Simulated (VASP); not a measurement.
# Sb (Pm-3m) in VASP: a series of runs, part 2 of 2

VASP 6.6.1.

### 3 Single point, LDA (volume scaled by 1.08)

INCAR reads:

```
SYSTEM = Sb
  PREC = Accurate
  ENCUT = 520
  EDIFF = 1E-6
  ISMEAR = -1
  SIGMA = 0.1
  LREAL = .FALSE.
  LASPH = .TRUE.
  NELM = 100
  ALGO = Normal
  ISIF = 2
  LWAVE = .FALSE.
  LCHARG = .TRUE.
  LELF = .TRUE.
  LVHAR = .TRUE.
  NBANDS = 8
```

KPOINTS reads:

```
regular mesh
0
G
  12 12 12
  0 0 0
```

POSCAR reads:

```
Sb
1.0
    3.1175652899      0.0000000000      0.0000000000
    0.0000000000      3.1175652899      0.0000000000
    0.0000000000      0.0000000000      3.1175652899
Sb
1
Direct
    0.0000000000      0.0000000000      0.0000000000
```

Potentials or basis: VASP PAW LDA potentials, release 64 (Sb).

On the command line:

```bash
$ cat potpaw_LDA.64/Sb/POTCAR > POTCAR
$ mpirun -np 1 vasp_std > vasp.out
```

OUTCAR:

```text
SYSTEM = Sb
   PREC = Accurate
   ENCUT = 520
   EDIFF = 1E-6
   ISMEAR = -1
   LREAL = .FALSE.
   LASPH = .TRUE.
   NELM = 100
   ISIF = 2

 ion  position               nearest neighbor table
   1  0.000  0.000  0.000-

  LATTYP: Found a simple cubic cell.
 ALAT       =     3.1175652899

  Lattice vectors:

 A1 = (   3.1175652899,   0.0000000000,   0.0000000000)
 A2 = (   0.0000000000,   3.1175652899,   0.0000000000)
 A3 = (   0.0000000000,   0.0000000000,   3.1175652899)

Analysis of symmetry for initial positions (statically):
=====================================================================
 Subroutine PRICEL returns:
 Original cell was already a primitive cell.

 Routine SETGRP: Setting up the symmetry group for a
 simple cubic supercell.

 Subroutine GETGRP returns: Found 48 space group operations
 (whereof 48 operations were pure point group operations)
 out of a pool of 48 trial point group operations.

The static configuration has the point symmetry O_h .

Analysis of symmetry for dynamics (positions and initial velocities):
=====================================================================
 Subroutine PRICEL returns:
 Original cell was already a primitive cell.

 Routine SETGRP: Setting up the symmetry group for a
 simple cubic supercell.

 Subroutine GETGRP returns: Found 48 space group operations
 (whereof 48 operations were pure point group operations)
 out of a pool of 48 trial point group operations.

The dynamic configuration has the point symmetry O_h .

 Subroutine INISYM returns: Found 48 space group operations
 (whereof 48 operations are pure point group operations),
 and found     1 'primitive' translations

----------------------------------------------------------------------------------------

                                     Primitive cell

[... 102 lines left out ...]
   EFERMI =   0.00;   METHOD = LEGACY
   ISMEAR =    -1;   SIGMA  =   0.10  broadening in eV -4-tet -1-fermi 0-gaus
   EFERMI_NEDOS =   21; number of points for ismear=-14 and -15
   IALGO  =     38    algorithm
   IMIX   =      4    mixing-type and parameters
     AMIX     =   0.40;   BMIX     =  1.00
     AMIX_MAG =   1.60;   BMIX_MAG =  1.00
  volume/ion in A,a.u.               =      30.30       204.48
  Fermi-wavevector in a.u.,A,eV,Ry     =   0.897944  1.696868 10.970425  0.806304
  Thomas-Fermi vector in A             =   2.020592
   LORBIT       =      0    0 simple, 1 ext, 2 COOP (PROOUT), +10 PAW based schemes
   GGA     = CA    functional components
   LHFCALC =     F    Hartree Fock is set to
   AEXX    =    0.0000 exact exchange contribution
   IVDW    =     0    specifies the selected vdW correction
   LEPSILON=     F    determine dielectric tensor
   LRPA    =     F    only Hartree local field effects (RPA)
 non-spin polarized calculation
  energy-cutoff  :      520.00
  volume of cell :       30.30
 maximum number of plane-waves:       840
 NGX is ok and might be reduce to    24
   NGX = 11   NGY = 11   NGZ = 11

 number of electron       5.0000000 magnetization

 Free energy of the ion-electron system (eV)
  ---------------------------------------------------
  ext. energy  EPLUGINS =         0.00000000
  ---------------------------------------------------
  free energy    TOTEN  =        -4.76203650 eV

  energy without entropy =       -4.73912928  energy(sigma->0) =       -4.75058289

 E-fermi :   6.8596     XC(G=0):  -9.7374

 val. band max:        6.8507573086   @ k =   0.4167   0.2500   0.0833
 cond. band min:       6.9141234111   @ k =   0.1667   0.0833   0.0000
 fundamental gap:      0.0633661025
 Fermi energy:         6.8596292498

 k-point     1 :       0.0000    0.0000    0.0000
  band No.  band energies     occupation
      1      -5.4875      2.00000
      2       9.9837      0.00000
      3       9.9837      0.00000
      4       9.9837      0.00000
      5      13.6807      0.00000
      6      13.6807      0.00000
      7      14.8910      0.00000
      8      23.2467      0.00000
[... 243 lines left out ...]
 k-point    24 :       0.4167    0.3333    0.0000
  band No.  band energies     occupation
      1      -1.9370      2.00000
      2       3.1909      2.00000
      3       5.0277      2.00000
      4      10.9238      0.00000
      5      13.0470      0.00000
      6      17.4115      0.00000
      7      19.3072      0.00000
      8      19.8495      0.00000

 [... further k-points ...]
[... 5 lines left out ...]
  --------------------------------------------------------------------------------------
  -------------------------------------------------------------------------------------
  Total       -0.7243659     -0.7243659     -0.7243659      0.0000000      0.0000000     -0.0000000
  in kB      -38.3020394    -38.3020394    -38.3020394      0.0000000      0.0000000     -0.0000000
  external PRESSURE =     -38.3020394 kB  Pullay stress =       0.0000000 kB

 VOLUME and BASIS-vectors are now :
 -----------------------------------------------------------------------------
  energy-cutoff  :      520.00
  volume of cell :       30.30
      direct lattice vectors                 reciprocal lattice vectors
     3.117565290  0.000000000  0.000000000     0.320763130  0.000000000  0.000000000
     0.000000000  3.117565290  0.000000000     0.000000000  0.320763130  0.000000000
     0.000000000  0.000000000  3.117565290     0.000000000  0.000000000  0.320763130

 POSITION                                       TOTAL-FORCE (eV/Angst)
 -----------------------------------------------------------------------------------
      0.00000      0.00000      0.00000         0.000000      0.000000      0.000000
 -----------------------------------------------------------------------------------
    total drift:                               -0.000000      0.000000      0.000000

  FREE ENERGIE OF THE ION-ELECTRON SYSTEM (eV)
  ---------------------------------------------------
  free  energy   TOTEN  =        -4.7620364973 eV

  energy  without entropy=       -4.7391292840  energy(sigma->0) =       -4.75058289
```

stdout:

```text
POSCAR found type information on POSCAR Sb
 POSCAR found :  1 types and       1 ions
 scaLAPACK will be used
 LDA part: xc-table for (Slater(with rela. corr.)+CA(PZ))
 , standard interpolation
 POSCAR, INCAR and KPOINTS ok, starting setup
 FFT: planning ... GRIDC
 FFT: planning ... GRID_SOFT
 FFT: planning ... GRID
 WAVECAR not read
 entering main loop
```

It took 3.8 s on 1 thread of Intel Xeon 6975P-C (Granite Rapids), shared host; peak memory 0.13 GiB.

What came out:

```
Free energy : -4.7620 eV
Pressure    : -3.8 GPa
```

Caveat: the cell differs from its parent crystal (volume scaled by 1.08); spin-orbit coupling is left out, which moves the levels of the heavy elements.

### 4 Single point, LDA (volume scaled by 1.12)

INCAR reads:

```
PREC     = Accurate       # precision mode
ENCUT    = 520            # plane-wave cutoff, eV
EDIFF    = 1E-6           # SCF threshold, eV
ISMEAR   = -1             # smearing method
SIGMA    = 0.1            # smearing width, eV
LREAL    = F              # projectors in reciprocal space
LASPH    = T              # aspherical terms in the spheres
NELM     = 80             # most SCF steps
ALGO     = Normal         # electronic algorithm
ISIF     = 2              # what is computed and relaxed
LWAVE    = F              # write WAVECAR
LCHARG   = F              # write CHGCAR
GGA      = CA             # functional
NBANDS   = 8              # bands
```

KPOINTS reads:

```
Automatic mesh
0
Gamma
  12 12 12
```

POSCAR reads:

```
Sb
1.0
    3.1555881261      0.0000000000      0.0000000000
    0.0000000000      3.1555881261      0.0000000000
    0.0000000000      0.0000000000      3.1555881261
Sb
1
Direct
    0.0000000000      0.0000000000      0.0000000000
```

On the command line:

```bash
$ cat potpaw_LDA.64/Sb/POTCAR > POTCAR
$ mpirun -np 1 vasp_std > vasp.out
```

Run time: 3.6 s. Hardware: 1 thread of Intel Xeon 6975P-C (Granite Rapids), shared host; peak memory 0.14 GiB.

It converged, with:

```yaml
Free_energy: -4.7297 eV
Pressure: -5.4 GPa
```

Levels at points of the mesh, in eV from the Fermi level:
| k point | band 1 | band 2 | band 3 | band 4 | band 5 | band 6 | band 7 | band 8 |
| --- | --- | --- | --- | --- | --- | --- | --- | --- |
| (0.00, 0.00, 0.00) | -12.07 | 3.04 | 3.04 | 3.04 | 6.80 | 6.80 | 7.82 | 16.23 |
| (0.50, 0.00, 0.00) | -9.85 | -5.26 | 4.86 | 4.86 | 8.69 | 10.36 | 10.97 | 11.01 |
| (0.50, 0.50, 0.00) | -7.53 | -3.34 | -3.34 | 2.33 | 6.67 | 12.04 | 12.65 | 12.65 |
| (0.50, 0.50, 0.50) | -4.98 | -1.56 | -1.56 | -1.56 | 4.87 | 4.87 | 4.87 | 6.98 |

Caveat: the cell differs from its parent crystal (volume scaled by 1.12); spin-orbit coupling is left out, which moves the levels of the heavy elements.

### 5 Relaxation of cell and atoms, LDA

This run uses another cell than the first one, of 29.36 Å³/atom, 1.006 times its volume.

INCAR reads:

```
SYSTEM = Sb
PREC = Accurate ; ENCUT = 600
EDIFF = 1E-7 ; ISMEAR = -1
SIGMA = 0.1 ; LREAL = .FALSE.
LASPH = .TRUE. ; NELM = 100
ALGO = Normal ; ISIF = 3
LWAVE = .FALSE. ; LCHARG = .FALSE.
IBRION = 2 ; NSW = 80
EDIFFG = -0.01
```

KPOINTS reads:

```
regular mesh
0
G
  10 10 10
  0 0 0
```

POSCAR reads:

```
Sb
1.0
    3.0848839383      0.0000000000      0.0000000000
    0.0000000000      3.0848839383      0.0000000000
    0.0000000000      0.0000000000      3.0848839383
Sb
1
Direct
    0.0000000000      0.0000000000      0.0000000000
```

On the command line:

```bash
$ cat potpaw_LDA.64/Sb/POTCAR > POTCAR
$ mpirun -np 1 vasp_std > vasp.out
```

It took 8.9 s on 1 thread of Intel Xeon 6975P-C (Granite Rapids), shared host; peak memory 0.15 GiB.

Results (log left out):

```
Free energy                            : -4.8100 eV
Relaxed volume                         : 28.16 Å³/atom
Relaxed cell                           : a = 3.042 Å, b = 3.042 Å, c = 3.042 Å, α = 90.00°, β = 90.00°, γ = 90.00°
Space group after relaxing (to 0.05 Å) : Pm-3m (No. 221)
Energy gained by relaxing              : 10.0 meV/atom
Ionic steps                            : 3
Pressure after relaxing                : 0.0 GPa
```

The path:
| step | energy change (eV) | largest force (eV/Å) | pressure (GPa) | volume (Å³) |
| --- | --- | --- | --- | --- |
| 1 | 0.0000 | 0.0000 | -2.58 | 29.36 |
| 2 | -0.0054 | 0.0000 | 2.01 | 27.39 |
| 3 | -0.0100 | 0.0000 | -0.01 | 28.16 |

Final structure:
```
Sb
1.0
     3.04244    0.00000    0.00000
     0.00000    3.04244    0.00000
     0.00000    0.00000    3.04244
Sb
1
Direct
  0.00000 0.00000 0.00000
```

Levels at points of the mesh, in eV from the Fermi level:
```tsv
k point	band 1	band 2	band 3	band 4	band 5	band 6
(0.00, 0.00, 0.00)	-12.76	3.48	3.48	3.48	7.05	7.05
(0.50, 0.00, 0.00)	-10.13	-5.86	5.65	5.65	9.11	10.82
(0.50, 0.50, 0.00)	-7.34	-3.68	-3.68	2.09	7.90	12.97
(0.50, 0.50, 0.50)	-4.19	-1.62	-1.62	-1.62	4.87	4.87
```

Caveat: spin-orbit coupling is left out, which moves the levels of the heavy elements.

### 6 Single point, LDA, non-collinear spin, zero start, spin-orbit coupling

This run uses another cell than the first one, of 28.06 Å³/atom, 0.962 times its volume.

INCAR reads:

```
  PREC = Accurate
  ENCUT = 520
  EDIFF = 1E-6
  ISMEAR = -1
  SIGMA = 0.1
  LREAL = False
  LASPH = True
  NELM = 150
  ALGO = Normal
  ISIF = 2
  LWAVE = False
  LCHARG = False
  LNONCOLLINEAR = True
  MAGMOM = 0 0 0
  LORBIT = 11
  LSORBIT = True
  GGA_COMPAT = False
  LORBMOM = True
  NBANDS = 16
```

KPOINTS reads:

```
regular mesh
0
Gamma
  10 10 10
```

POSCAR reads:

```
Sb
1.0
    3.0386054025      0.0000000000      0.0000000000
    0.0000000000      3.0386054025      0.0000000000
    0.0000000000      0.0000000000      3.0386054025
Sb
1
Direct
    0.0000000000      0.0000000000      0.0000000000
```

Potentials or basis: VASP PAW LDA potentials, release 64 (Sb).

On the command line:

```bash
$ cat potpaw_LDA.64/Sb/POTCAR > POTCAR
$ mpirun -np 1 vasp_ncl > vasp.out
```

Run time: 11 s. Hardware: 1 thread of Intel Xeon 6975P-C (Granite Rapids), shared host; peak memory 0.19 GiB.

It converged, with:

```
Free energy                                           : -4.8837 eV
Pressure                                              : 0.5 GPa
Net moment                                            : 0.00 μB per cell
Valence electrons inside the program's atomic spheres : Sb 2.43
```

Moments on the atoms (μB; x, y, z):
```
Sb  0.00 0.00 0.00
```

### 7 The runs side by side

```csv
task,spin,cell,k mesh,cutoff (eV),gap on the mesh (eV),pressure (GPa)
single point,off,"a = 3.079 Å, 1 atom",12 × 12 × 12,520,none,-1.9
single point,off,"a = 3.118 Å, 1 atom",12 × 12 × 12,520,none,-3.8
single point,off,"a = 3.156 Å, 1 atom",12 × 12 × 12,520,none,-5.4
relaxation of cell and atoms,off,"relaxed from a = 3.085 Å, 1 atom",10 × 10 × 10,600,none,0.0
single point,"non-collinear, zero start, SOC","a = 3.039 Å, 1 atom",10 × 10 × 10,520,-,0.5
```

Alike in all rows: level LDA; potentials or basis VASP PAW LDA potentials, release 64 (Sb); smearing fermi-dirac 0.1 eV.

Caveats: spin-orbit coupling is left out, which moves the levels of the heavy elements (some runs).

Total energies depend on the potentials used, so only differences within one code and one set of settings carry meaning.
